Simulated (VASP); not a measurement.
# InP in VASP: further runs

Runs on InP. Level: PBEsol. Tasks: single point.

All numbers are computed with VASP 6.6.1; they aren't measurements. Logs are shortened: lines on timing, memory, paths and dates and some standing lists are left out, and cuts for length are marked.

## (1) The cell of the first run

The cell holds a slab with vacuum, 8 atoms: a = 3.860 Å, b = 3.860 Å, c = 23.189 Å, α = 90.00°, β = 90.00°, γ = 90.00°.

## (2) Single point, PBEsol

Contents of INCAR:

```
SYSTEM = InP
PREC = Accurate ; ENCUT = 520
EDIFF = 1E-6 ; ISMEAR = 0
SIGMA = 0.1 ; LREAL = .FALSE.
LASPH = .TRUE. ; NELM = 80
ALGO = Normal ; ISIF = 2
LWAVE = .FALSE. ; LCHARG = .TRUE.
LDIPOL = .TRUE. ; IDIPOL = 3
DIPOL = 0.5 0.5 0.500 ; GGA = PS
LELF = .TRUE. ; LVHAR = .TRUE.
LVACPOTAV = .TRUE. ; NBANDS = 46
```

Contents of KPOINTS:

```
Automatic mesh
0
G
  9 9 1
  0 0 0
```

Contents of POSCAR:

```
InP
1.0
    3.8601906168      0.0000000000      0.0000000000
    0.0000000000      3.8601906168      0.0000000000
    0.0000000000      0.0000000000     23.1887008854
In P
4 4
Direct
    0.5000000000      0.5000000000      0.3234333841
    0.0000000000      0.0000000000      0.4411444614
    0.5000000000      0.5000000000      0.5588555386
    0.0000000000      0.0000000000      0.6765666159
    0.0000000000      0.0000000000      0.3234333841
    0.5000000000      0.5000000000      0.4411444614
    0.0000000000      0.0000000000      0.5588555386
    0.5000000000      0.5000000000      0.6765666159
```

Potentials or basis: VASP PAW PBE potentials, release 64 (In_d, P).

The run is started by

```
$ cat potpaw_PBE.64/In_d/POTCAR potpaw_PBE.64/P/POTCAR > POTCAR
$ mpirun -np 1 vasp_std > vasp.out
```

OUTCAR:

```text
SYSTEM = InP
   PREC = Accurate
   ENCUT = 520
   EDIFF = 1E-6
   ISMEAR = 0
   LREAL = .FALSE.
   LASPH = .TRUE.
   NELM = 80
   ISIF = 2
   GGA = PS

 ion  position               nearest neighbor table
   1  0.500  0.500  0.323-   5 2.73   5 2.73   5 2.73   5 2.73   6 2.73   2 3.86   2 3.86   2 3.86
                             2 3.86
   2  0.000  0.000  0.441-   7 2.73   6 2.73   6 2.73   6 2.73   6 2.73   5 2.73   3 3.86   3 3.86
                             3 3.86   3 3.86   1 3.86   1 3.86   1 3.86   1 3.86
   3  0.500  0.500  0.559-   6 2.73   7 2.73   7 2.73   7 2.73   7 2.73   8 2.73   2 3.86   2 3.86
                             2 3.86   2 3.86   4 3.86   4 3.86   4 3.86   4 3.86
   4  0.000  0.000  0.677-   8 2.73   8 2.73   8 2.73   8 2.73   7 2.73   3 3.86   3 3.86   3 3.86
                             3 3.86
   5  0.000  0.000  0.323-   1 2.73   1 2.73   1 2.73   1 2.73   2 2.73
   6  0.500  0.500  0.441-   3 2.73   2 2.73   2 2.73   2 2.73   2 2.73   1 2.73
   7  0.000  0.000  0.559-   2 2.73   3 2.73   3 2.73   3 2.73   3 2.73   4 2.73
   8  0.500  0.500  0.677-   4 2.73   4 2.73   4 2.73   4 2.73   3 2.73

  LATTYP: Found a simple tetragonal cell.
 ALAT       =     3.8601906168
 C/A-ratio  =     6.0071388145

  Lattice vectors:

 A1 = (   3.8601906168,   0.0000000000,   0.0000000000)
 A2 = (   0.0000000000,   3.8601906168,   0.0000000000)
 A3 = (   0.0000000000,   0.0000000000,  23.1887008854)

Analysis of symmetry for initial positions (statically):
=====================================================================
 Subroutine PRICEL returns:
 Original cell was already a primitive cell.

 Routine SETGRP: Setting up the symmetry group for a
 simple tetragonal supercell.

 Subroutine GETGRP returns: Found 16 space group operations
 (whereof  8 operations were pure point group operations)
 out of a pool of 16 trial point group operations.

The static configuration has the point symmetry C_4v.
 The point group associated with its full space group is D_4h.

Analysis of symmetry for dynamics (positions and initial velocities):
=====================================================================
 Subroutine PRICEL returns:
 Original cell was already a primitive cell.

 Routine SETGRP: Setting up the symmetry group for a
 simple tetragonal supercell.

 Subroutine GETGRP returns: Found 16 space group operations
 (whereof  8 operations were pure point group operations)
 out of a pool of 16 trial point group operations.

The dynamic configuration has the point symmetry C_4v.
 The point group associated with its full space group is D_4h.

 Subroutine INISYM returns: Found 16 space group operations
 (whereof  8 operations are pure point group operations),
 and found     1 'primitive' translations

----------------------------------------------------------------------------------------

                                     Primitive cell

  volume of cell :     345.5365

  direct lattice vectors                    reciprocal lattice vectors
     3.860190617  0.000000000  0.000000000     0.259054565  0.000000000  0.000000000
     0.000000000  3.860190617  0.000000000     0.000000000  0.259054565  0.000000000
     0.000000000  0.000000000 23.188700885     0.000000000  0.000000000  0.043124451

  length of vectors
     3.860190617  3.860190617 23.188700885     0.259054565  0.259054565  0.043124451

  position of ions in fractional coordinates (direct lattice)
     0.500000000  0.500000000  0.323433384
     0.000000000  0.000000000  0.441144461
     0.500000000  0.500000000  0.558855539
     0.000000000  0.000000000  0.676566616
     0.000000000  0.000000000  0.323433384
     0.500000000  0.500000000  0.441144461
     0.000000000  0.000000000  0.558855539
     0.500000000  0.500000000  0.676566616

  ion indices of the primitive-cell ions
   primitive index   ion index
                 1           1
                 2           2
                 3           3
                 4           4
                 5           5
                 6           6
                 7           7
                 8           8

----------------------------------------------------------------------------------------

 KPOINTS: Automatic mesh

Automatic generation of k-mesh.
 Grid dimensions read from file:
 generate k-points for:    9    9    1

 Generating k-lattice:

  Cartesian coordinates                     Fractional coordinates (reciprocal lattice)
     0.028783841  0.000000000  0.000000000     0.111111111  0.000000000  0.000000000
     0.000000000  0.028783841  0.000000000     0.000000000  0.111111111  0.000000000
     0.000000000  0.000000000  0.043124451     0.000000000  0.000000000  1.000000000

  Length of vectors
     0.028783841  0.028783841  0.043124451

  Shift w.r.t. Gamma in fractional coordinates (k-lattice)
     0.000000000  0.000000000  0.000000000

 Subroutine IBZKPT returns following result:
 ===========================================

 Found     15 irreducible k-points:

 Following reciprocal coordinates:
            Coordinates               Weight
  0.000000  0.000000  0.000000      1.000000
  0.111111  0.000000  0.000000      4.000000
  0.222222  0.000000  0.000000      4.000000
  0.333333  0.000000  0.000000      4.000000
  0.444444  0.000000  0.000000      4.000000
  0.111111  0.111111  0.000000      4.000000
  0.222222  0.111111  0.000000      8.000000
  0.333333  0.111111  0.000000      8.000000
  0.444444  0.111111  0.000000      8.000000
  0.222222  0.222222  0.000000      4.000000
  0.333333  0.222222  0.000000      8.000000
  0.444444  0.222222  0.000000      8.000000
  0.333333  0.333333  0.000000      4.000000
  0.444444  0.333333  0.000000      8.000000
  0.444444  0.444444  0.000000      4.000000
   k-points           NKPTS =     15   k-points in BZ     NKDIM =     15   number of bands    NBANDS=     46
   number of dos      NEDOS =    301   number of ions     NIONS =      8
   total plane-waves  NPLWV = 162000
   dimension x,y,z NGX =    30 NGY =   30 NGZ =  180
   dimension x,y,z NGXF=    60 NGYF=   60 NGZF=  360
   ions per type =               4   4
   NGX,Y,Z   is equivalent  to a cutoff of  12.92, 12.92, 12.90 a.u.
   NGXF,Y,Z  is equivalent  to a cutoff of  25.84, 25.84, 25.81 a.u.
 SYSTEM =  InP
   PREC   = accura    normal or accurate (medium, high low for compatibility)
   ISTART =      0    job   : 0-new  1-cont  2-samecut
   ICHARG =      2    charge: 1-file 2-atom 10-const
   ISPIN  =      1    spin polarized calculation?
   LNONCOLLINEAR =      F non collinear calculations
   LSORBIT =      F    spin-orbit coupling
   LASPH  =      T    aspherical Exc in radial PAW
   ENCUT  =  520.0 eV  38.22 Ry    6.18 a.u.   7.18  7.18 43.12*2*pi/ulx,y,z
   NELM   =     80;   NELMIN=  2; NELMDL= -5     # of ELM steps
   EDIFF  = 0.1E-05   stopping-criterion for ELM
   LREAL  =      F    real-space projection
   EDIFFG = 0.1E-04   stopping-criterion for IOM
   NSW    =      0    number of steps for IOM
   IBRION =     -1    ionic relax: 0-MD 1-quasi-New 2-CG
   NFREE  =      0    steps in history (QN), initial steepest desc. (CG)
   ISIF   =      2    stress and relaxation
   ISYM   =      2    0-nonsym 1-usesym 2-fastsym
   POTIM  = 0.5000    time-step for ionic-motion
   TEBEG  =    0.0;   TEEND  =   0.0 temperature during run
   PSTRESS=    0.0 pullay stress
   NELECT =      72.0000    total number of electrons
   NUPDOWN=      -1.0000    fix difference up-down
   EMIN   =  10.00;   EMAX   =-10.00  energy-range for DOS
   EFERMI =   0.00;   METHOD = LEGACY
   ISMEAR =     0;   SIGMA  =   0.10  broadening in eV -4-tet -1-fermi 0-gaus
   EFERMI_NEDOS =   21; number of points for ismear=-14 and -15
   IALGO  =     38    algorithm
   IMIX   =      4    mixing-type and parameters
     AMIX     =   0.40;   BMIX     =  1.00
     AMIX_MAG =   1.60;   BMIX_MAG =  1.00
  volume/ion in A,a.u.               =      43.19       291.47
  Fermi-wavevector in a.u.,A,eV,Ry     =   0.970557  1.834087 12.816427  0.941981
  Thomas-Fermi vector in A             =   2.100702
   LORBIT       =      0    0 simple, 1 ext, 2 COOP (PROOUT), +10 PAW based schemes
   GGA     = PS    functional components
   LHFCALC =     F    Hartree Fock is set to
   AEXX    =    0.0000 exact exchange contribution
   IVDW    =     0    specifies the selected vdW correction
   LEPSILON=     F    determine dielectric tensor
   LRPA    =     F    only Hartree local field effects (RPA)
 non-spin polarized calculation
 Gauss-broadening in eV      SIGMA  =   0.10
  energy-cutoff  :      520.00
  volume of cell :      345.54
 maximum number of plane-waves:      9334
 NGX is ok and might be reduce to    30
   NGX = 15   NGY = 15   NGZ = 87

 dipolmoment           0.000000      0.000000     -0.000000 electrons x Angstroem

 number of electron      71.9999972 magnetization

 dipolmoment           0.000000      0.000000      0.000000 electrons x Angstroem

 Free energy of the ion-electron system (eV)
  ---------------------------------------------------
  ext. energy  EPLUGINS =         0.00000000
  ---------------------------------------------------
  free energy    TOTEN  =       -34.30271130 eV

  energy without entropy =      -34.28367847  energy(sigma->0) =      -34.29319488

 E-fermi :   1.1275     XC(G=0):  -5.6770

 val. band max:        1.1220073724   @ k =   0.2222   0.1111   0.0000
 cond. band min:       1.1903321690   @ k =   0.4444   0.0000   0.0000
 fundamental gap:      0.0683247966
 Fermi energy:         1.1275318774

 k-point     1 :       0.0000    0.0000    0.0000
  band No.  band energies     occupation
      1     -13.3562      2.00000
      2     -13.2711      2.00000
      3     -13.1429      2.00000
      4     -13.0715      2.00000
      5     -13.0558      2.00000
      6     -13.0379      2.00000
[... 38 lines left out ...]
     45       5.8200      0.00000
     46       6.5709      0.00000
[... 645 lines left out ...]
      6     -13.0629      2.00000
[... 38 lines left out ...]
     45       6.6139      0.00000
     46       6.9673      0.00000

------------------------ aborting loop because EDIFF is reached ----------------------------------------

  FORCE on cell =-STRESS in cart. coord.  units (eV):
  Direction    XX          YY          ZZ          XY          YZ          ZX
  --------------------------------------------------------------------------------------
  -------------------------------------------------------------------------------------
  Total       -2.2700273     -2.2700273     -1.5355512      0.0000000      0.0000000      0.0000000
  in kB      -10.5256214    -10.5256214     -7.1200160      0.0000000      0.0000000      0.0000000
  external PRESSURE =      -9.3904196 kB  Pullay stress =       0.0000000 kB

 VOLUME and BASIS-vectors are now :
 -----------------------------------------------------------------------------
  energy-cutoff  :      520.00
  volume of cell :      345.54
      direct lattice vectors                 reciprocal lattice vectors
     3.860190617  0.000000000  0.000000000     0.259054565  0.000000000  0.000000000
     0.000000000  3.860190617  0.000000000     0.000000000  0.259054565  0.000000000
     0.000000000  0.000000000 23.188700885     0.000000000  0.000000000  0.043124451

 POSITION                                       TOTAL-FORCE (eV/Angst)
 -----------------------------------------------------------------------------------
      1.93010      1.93010      7.50000        -0.000000      0.000000      0.304465
      0.00000      0.00000     10.22957        -0.000000     -0.000000     -0.256005
      1.93010      1.93010     12.95913        -0.000000      0.000000      0.256005
      0.00000      0.00000     15.68870        -0.000000      0.000000     -0.304465
      0.00000      0.00000      7.50000        -0.000000     -0.000000     -0.085054
      1.93010      1.93010     10.22957         0.000000     -0.000000      0.139192
      0.00000      0.00000     12.95913        -0.000000      0.000000     -0.139192
      1.93010      1.93010     15.68870         0.000000      0.000000      0.085054
 -----------------------------------------------------------------------------------
    total drift:                                0.000000      0.000000      0.000000

  FREE ENERGIE OF THE ION-ELECTRON SYSTEM (eV)
  ---------------------------------------------------
  free  energy   TOTEN  =       -34.3027112966 eV

  energy  without entropy=      -34.2836784732  energy(sigma->0) =      -34.29319488

 vacuum level on the upper side and lower side of the slab         5.631         5.631
```

Wall time 9.2 min (1 thread of Intel Xeon Platinum 8259CL at 2.50GHz (Skylake/Cascade Lake), shared host); peak memory 0.48 GiB.

What came out:

| Quantity | Value |
| --- | --- |
| Free energy | -34.3027 eV |
| Largest force | 0.304 eV/Å |
| Band gap on the k mesh | zero (band 36 reaches 1.46 eV, above the bottom of band 37 at -0.14 eV) |

Forces in eV/Å, atoms in the order of the input:
```
In   0.000  0.000  0.304
In   0.000  0.000 -0.256
In   0.000  0.000  0.256
In   0.000  0.000 -0.304
P    0.000  0.000 -0.085
P    0.000  0.000  0.139
P    0.000  0.000 -0.139
P    0.000  0.000  0.085
```

Caveat: the PAW data sets were made with another functional, which shifts forces and pressure a little; spin-orbit coupling is left out, which moves the levels of the heavy elements.

(Continued in part 2 of 2.)
